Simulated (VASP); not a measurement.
# S (R-3m) in VASP: relaxation of cell and atoms with revPBE+D3(BJ)

Aim: the relaxation of cell and atoms of S with revPBE+D3(BJ).

All numbers are computed with VASP 6.6.1; they aren't measurements. Logs are shortened: lines on timing, memory, paths and dates and some standing lists are left out, and cuts for length are marked.

## 1. The cell of the first run

The structure is trigonal, space group R-3m (No. 166). Conventional cell: a = 3.277 Å, b = 3.277 Å, c = 2.584 Å, α = 90.00°, β = 90.00°, γ = 120.00°. Within 2.8 Å of S (site symmetry -3m) lie 14 S at 2.08 to 2.58 Å.

## 2. Relaxation of cell and atoms, revPBE+D3(BJ)

Input file INCAR:

```
PREC     = Accurate       # precision mode
ENCUT    = 600            # plane-wave cutoff, eV
EDIFF    = 1E-7           # SCF threshold, eV
ISMEAR   = 1              # smearing method
SIGMA    = 0.02           # smearing width, eV
LREAL    = False          # projectors in reciprocal space
LASPH    = True           # aspherical terms in the spheres
NELM     = 60             # most SCF steps
ALGO     = Normal         # electronic algorithm
ISIF     = 3              # what is computed and relaxed
LWAVE    = False          # write WAVECAR
LCHARG   = False          # write CHGCAR
GGA      = RE             # functional
IVDW     = 12             # dispersion correction
IBRION   = 2              # ionic algorithm
NSW      = 80             # ionic steps
EDIFFG   = -0.001         # ionic threshold
```

Input file KPOINTS:

```
Automatic mesh
0
Gamma
  8 8 8
```

Input file POSCAR:

```
S
1.0
    1.6385000000      0.9459884200      0.8613333300
   -1.6385000000      0.9459884200      0.8613333300
    0.0000000000     -1.8919768300      0.8613333300
S
1
Direct
    0.0000000000      0.0000000000      0.0000000000
```

Potentials or basis: VASP PAW PBE potentials, release 64 (S).

Launch:

```console
$ cat potpaw_PBE.64/S/POTCAR > POTCAR
$ mpirun -np 1 vasp_std > vasp.out
```

OUTCAR:

```text
PREC = Accurate
   ENCUT = 600
   EDIFF = 1E-7
   ISMEAR = 1
   LREAL = False
   LASPH = True
   NELM = 60
   ISIF = 3
   GGA = RE
   IVDW = 12
   IBRION = 2
   NSW = 80
   EDIFFG = -0.001
 IVDW          = 12

 ion  position               nearest neighbor table
   1  0.000  0.000  0.000-

  LATTYP: Found a trigonal (rhomboedric) cell.
 ALAT       =     2.0788149139
 COS(alpha) =    -0.2424852430

  Lattice vectors:

 A1 = (   1.6385000000,   0.9459884200,   0.8613333300)
 A2 = (  -1.6385000000,   0.9459884200,   0.8613333300)
 A3 = (   0.0000000000,  -1.8919768300,   0.8613333300)

Analysis of symmetry for initial positions (statically):
=====================================================================
 Subroutine PRICEL returns:
 Original cell was already a primitive cell.

 Routine SETGRP: Setting up the symmetry group for a
 trigonal (rhombohedral) supercell.

 Subroutine GETGRP returns: Found 12 space group operations
 (whereof 12 operations were pure point group operations)
 out of a pool of 12 trial point group operations.

The static configuration has the point symmetry D_3d.

Analysis of symmetry for dynamics (positions and initial velocities):
=====================================================================
 Subroutine PRICEL returns:
 Original cell was already a primitive cell.

 Routine SETGRP: Setting up the symmetry group for a
 trigonal (rhombohedral) supercell.

 Subroutine GETGRP returns: Found 12 space group operations
 (whereof 12 operations were pure point group operations)
 out of a pool of 12 trial point group operations.

The dynamic configuration has the point symmetry D_3d.

 Subroutine INISYM returns: Found 12 space group operations
 (whereof 12 operations are pure point group operations),
 and found     1 'primitive' translations

----------------------------------------------------------------------------------------

                                     Primitive cell

  volume of cell :       8.0104

  direct lattice vectors                    reciprocal lattice vectors
     1.638500000  0.945988420  0.861333330     0.305157156  0.176182566  0.386996905
    -1.638500000  0.945988420  0.861333330    -0.305157156  0.176182566  0.386996905
     0.000000000 -1.891976830  0.861333330     0.000000000 -0.352365132  0.386996907

  length of vectors
     2.078814914  2.078814914  2.078814910     0.523381114  0.523381114  0.523381116

  position of ions in fractional coordinates (direct lattice)
     0.000000000  0.000000000  0.000000000

  ion indices of the primitive-cell ions
   primitive index   ion index
                 1           1

----------------------------------------------------------------------------------------

 KPOINTS: Automatic mesh

Automatic generation of k-mesh.
 Grid dimensions read from file:
 generate k-points for:    8    8    8

 Generating k-lattice:

  Cartesian coordinates                     Fractional coordinates (reciprocal lattice)
     0.038144644  0.022022821  0.048374613     0.125000000  0.000000000  0.000000000
    -0.038144644  0.022022821  0.048374613     0.000000000  0.125000000  0.000000000
     0.000000000 -0.044045642  0.048374613     0.000000000  0.000000000  0.125000000

  Length of vectors
     0.065422639  0.065422639  0.065422639

  Shift w.r.t. Gamma in fractional coordinates (k-lattice)
     0.000000000  0.000000000  0.000000000

 Subroutine IBZKPT returns following result:
 ===========================================

 Found     65 irreducible k-points:

 Following reciprocal coordinates:
            Coordinates               Weight
  0.000000  0.000000  0.000000      1.000000
  0.125000 -0.000000  0.000000      6.000000
  0.250000 -0.000000  0.000000      6.000000
  0.375000 -0.000000  0.000000      6.000000
  0.500000 -0.000000  0.000000      3.000000
  0.125000  0.125000  0.000000      6.000000
[... 16 lines left out ...]
  0.250000  0.125000  0.125000      6.000000
  0.375000  0.125000  0.125000      6.000000
 [... further k-points ...]
   k-points           NKPTS =     65   k-points in BZ     NKDIM =     65   number of bands    NBANDS=      7
   number of dos      NEDOS =    301   number of ions     NIONS =      1
   total plane-waves  NPLWV =   5832
   dimension x,y,z NGX =    18 NGY =   18 NGZ =   18
   dimension x,y,z NGXF=    36 NGYF=   36 NGZF=   36
   ions per type =               1
   NGX,Y,Z   is equivalent  to a cutoff of  14.39, 14.39, 14.39 a.u.
   NGXF,Y,Z  is equivalent  to a cutoff of  28.79, 28.79, 28.79 a.u.
 SYSTEM =  unknown system
   PREC   = accura    normal or accurate (medium, high low for compatibility)
   ISTART =      0    job   : 0-new  1-cont  2-samecut
   ICHARG =      2    charge: 1-file 2-atom 10-const
   ISPIN  =      1    spin polarized calculation?
   LNONCOLLINEAR =      F non collinear calculations
   LSORBIT =      F    spin-orbit coupling
   LASPH  =      T    aspherical Exc in radial PAW
   ENCUT  =  600.0 eV  44.10 Ry    6.64 a.u.   4.15  4.15  4.15*2*pi/ulx,y,z
   NELM   =     60;   NELMIN=  2; NELMDL= -5     # of ELM steps
   EDIFF  = 0.1E-06   stopping-criterion for ELM
   LREAL  =      F    real-space projection
   EDIFFG = -.1E-02   stopping-criterion for IOM
   NSW    =     80    number of steps for IOM
   IBRION =      2    ionic relax: 0-MD 1-quasi-New 2-CG
   NFREE  =      1    steps in history (QN), initial steepest desc. (CG)
   ISIF   =      3    stress and relaxation
   ISYM   =      2    0-nonsym 1-usesym 2-fastsym
   POTIM  = 0.5000    time-step for ionic-motion
   TEBEG  =    0.0;   TEEND  =   0.0 temperature during run
   PSTRESS=    0.0 pullay stress
   NELECT =       6.0000    total number of electrons
   NUPDOWN=      -1.0000    fix difference up-down
   EMIN   =  10.00;   EMAX   =-10.00  energy-range for DOS
   EFERMI =   0.00;   METHOD = LEGACY
   ISMEAR =     1;   SIGMA  =   0.02  broadening in eV -4-tet -1-fermi 0-gaus
   EFERMI_NEDOS =   21; number of points for ismear=-14 and -15
   IALGO  =     38    algorithm
   IMIX   =      4    mixing-type and parameters
     AMIX     =   0.40;   BMIX     =  1.00
     AMIX_MAG =   1.60;   BMIX_MAG =  1.00
  volume/ion in A,a.u.               =       8.01        54.06
  Fermi-wavevector in a.u.,A,eV,Ry     =   1.486758  2.809565 30.074995  2.210450
  Thomas-Fermi vector in A             =   2.600004
   LORBIT       =      0    0 simple, 1 ext, 2 COOP (PROOUT), +10 PAW based schemes
   GGA     = RE    functional components
   LHFCALC =     F    Hartree Fock is set to
   AEXX    =    0.0000 exact exchange contribution
   IVDW    =    12    specifies the selected vdW correction
   LEPSILON=     F    determine dielectric tensor
   LRPA    =     F    only Hartree local field effects (RPA)
 conjugate gradient relaxation of ions
 non-spin polarized calculation
 Methfessel and Paxton  Order N= 1 SIGMA  =   0.02
  energy-cutoff  :      600.00
  volume of cell :        8.01
 maximum number of plane-waves:       280
 NGX is ok and might be reduce to    18
   NGX =  9   NGY =  9   NGZ =  9

--------------------------------------- Ionic step        1  -------------------------------------------

 number of electron       5.9999999 magnetization

 Free energy of the ion-electron system (eV)
  ---------------------------------------------------
  ext. energy  EPLUGINS =         0.00000000
  ---------------------------------------------------
  free energy    TOTEN  =         0.26724850 eV

  energy without entropy =        0.26731611  energy(sigma->0) =        0.26727104

 E-fermi :  21.1455     XC(G=0): -14.5405

 val. band max:       20.9704047476   @ k =   0.5000   0.1250   0.0000
 cond. band min:      21.1542084325   @ k =  -0.1250   0.2500   0.1250
 fundamental gap:      0.1838036849
 Fermi energy:        21.1454758951

 k-point     1 :       0.0000    0.0000    0.0000
  band No.  band energies     occupation
      1      -5.8660      2.00000
      2      26.0476      0.00000
      3      29.0917      0.00000
      4      29.0917      0.00000
      5      29.4908      0.00000
      6      29.4908      0.00000
      7      37.3490      0.00000
[... 221 lines left out ...]
 k-point    24 :       0.3750    0.1250    0.1250
  band No.  band energies     occupation
      1       2.9561      2.00000
      2       6.9696      2.00000
      3      18.4474      2.00000
      4      19.6319      2.00000
      5      38.5647      0.00000
      6      38.7894      0.00000
      7      44.4083      0.00000

 [... further k-points ...]

------------------------ aborting loop because EDIFF is reached ----------------------------------------

 Edisp (eV)   -1.54726

 E8    (eV) :    -0.9952
[... 30 lines left out ...]
--------------------------------------- Ionic step        2  -------------------------------------------

 number of electron       6.0000009 magnetization

 E-fermi :   2.4910     XC(G=0):  -9.0880

 val. band max:        2.4741168968   @ k =  -0.1250   0.1250   0.1250
 cond. band min:       2.4997347228   @ k =   0.3750   0.2500   0.1250
 fundamental gap:      0.0256178260
 Fermi energy:         2.4909945962

 k-point     1 :       0.0000    0.0000    0.0000
  band No.  band energies     occupation
      1     -11.0847      2.00000
      2       3.3174      0.00000
      3       4.2739      0.00000
      4       4.2739      0.00000
      5      11.6451      0.00000
      6      12.9245      0.00000
      7      12.9245      0.00000
[... 221 lines left out ...]
 k-point    24 :       0.3750    0.1250    0.1250
  band No.  band energies     occupation
      1      -9.2027      2.00000
      2      -1.3206      2.00000
      3       1.9462      2.00000
      4       2.7544     -0.00000
      5      13.2540      0.00000
      6      13.4548      0.00000
      7      16.5856      0.00000

 [... further k-points ...]

------------------------ aborting loop because EDIFF is reached ----------------------------------------

 Edisp (eV)   -0.53474

 E8    (eV) :    -0.3478
[... 63 lines left out ...]
  FREE ENERGIE OF THE ION-ELECTRON SYSTEM (eV)
  ---------------------------------------------------
  free  energy   TOTEN  =        -3.6704107391 eV

  energy  without entropy=       -3.6703539697  energy(sigma->0) =       -3.67039182

[... ionic steps 4 to 16 ...]

--------------------------------------- Ionic step       17  -------------------------------------------

 number of electron       6.0000003 magnetization

------------------------ aborting loop because EDIFF is reached ----------------------------------------
[... 73 lines left out ...]
--------------------------------------- Ionic step       19  -------------------------------------------

 number of electron       6.0000003 magnetization

 Free energy of the ion-electron system (eV)
  ---------------------------------------------------
  ext. energy  EPLUGINS =         0.00000000
  ---------------------------------------------------
  free energy    TOTEN  =        -3.09851643 eV

  energy without entropy =       -3.09839986  energy(sigma->0) =       -3.09847757

 E-fermi :   7.9796     XC(G=0): -10.8007

 val. band max:        7.9157390454   @ k =  -0.1250   0.1250   0.0000
 cond. band min:       7.9836191776   @ k =  -0.1250   0.2500   0.1250
 fundamental gap:      0.0678801322
 Fermi energy:         7.9795912469

 k-point     1 :       0.0000    0.0000    0.0000
  band No.  band energies     occupation
      1      -9.6448      2.00000
      2       9.3263      0.00000
      3       9.7943      0.00000
      4       9.7943      0.00000
      5      15.1914      0.00000
      6      15.1914      0.00000
      7      18.9939      0.00000
[... 221 lines left out ...]
 k-point    24 :       0.3750    0.1250    0.1250
  band No.  band energies     occupation
      1      -6.6283      2.00000
      2       1.0253      2.00000
      3       8.5351      0.00000
      4       8.9851      0.00000
      5      19.0903      0.00000
      6      20.2155      0.00000
      7      21.1678      0.00000

 [... further k-points ...]

------------------------ aborting loop because EDIFF is reached ----------------------------------------

 Edisp (eV)   -0.76840

 E8    (eV) :    -0.4971
[... 24 lines left out ...]
  FREE ENERGIE OF THE ION-ELECTRON SYSTEM (eV)
  ---------------------------------------------------
  free  energy   TOTEN  =        -3.8669152371 eV

  energy  without entropy=       -3.8667986693  energy(sigma->0) =       -3.86687638

 reached required accuracy - stopping structural energy minimisation
```

It took 31 s on 1 thread of Intel Xeon 6975P-C, shared host; peak memory 0.12 GiB.

What came out:

* Free energy: -3.8669 eV
* Relaxed volume: 16.10 Å³/atom
* Relaxed cell: a = 2.528 Å, b = 2.528 Å, c = 2.528 Å, α = 92.80°, β = 92.80°, γ = 92.80°
* Space group after relaxing (to 0.05 Å): R-3m (No. 166)
* Energy gained by relaxing: 2586.9 meV/atom
* Ionic steps: 19
* Pressure after relaxing: 0.0 GPa
* Band gap on the k mesh: zero (band 3 reaches 11.11 eV, above the bottom of band 4 at 4.56 eV)
* Dispersion energy per atom: -0.768 eV

Step by step:
```csv
step,energy change (eV),largest force (eV/Å),pressure (GPa),volume (Å³)
1,0.0000,0.0000,182.42,8.01
2,-1.6882,0.0000,-16.13,23.92
3,-2.3904,0.0000,-0.28,14.89
4,-2.3904,0.0000,0.88,14.72
5,-2.4801,0.0000,2.19,14.98
6,-2.5539,0.0000,3.84,15.18
7,-2.5600,0.0000,6.61,15.19
8,-2.5260,0.0000,-7.93,17.74
9,-2.5749,0.0000,-0.16,16.07
10,-2.5751,0.0000,0.48,15.98
11,-2.5775,0.0000,0.49,16.01
12,-2.5867,0.0000,0.11,16.09
13,-2.5867,0.0000,-0.09,16.11
14,-2.5869,0.0000,0.01,16.10
15,-2.5869,0.0000,-0.02,16.10
16,-2.5869,0.0000,0.05,16.10
17,-2.5869,0.0000,0.03,16.10
18,-2.5869,0.0000,-0.05,16.11
19,-2.5869,0.0000,0.00,16.10
```

Final structure:
```
CELL_PARAMETERS angstrom
1.83093 1.05709 1.38670
-1.83093 1.05709 1.38670
0.00000 -2.11418 1.38670
ATOMIC_POSITIONS crystal
S 0.00000 0.00000 0.00000
```

Caveat: the k points lie up to 0.31 Å⁻¹ apart in the final cell; the volume moved by over 15 % at a fixed basis, so the end points are rough; the PAW data sets were made with another functional, which shifts forces and pressure a little; the volume moved by +101 % from the deposited cell, more than functionals usually miss; pairwise dispersion overbinds metals, which lowers pressure and volume. Zero-point motion and thermal expansion aren't in these numbers.
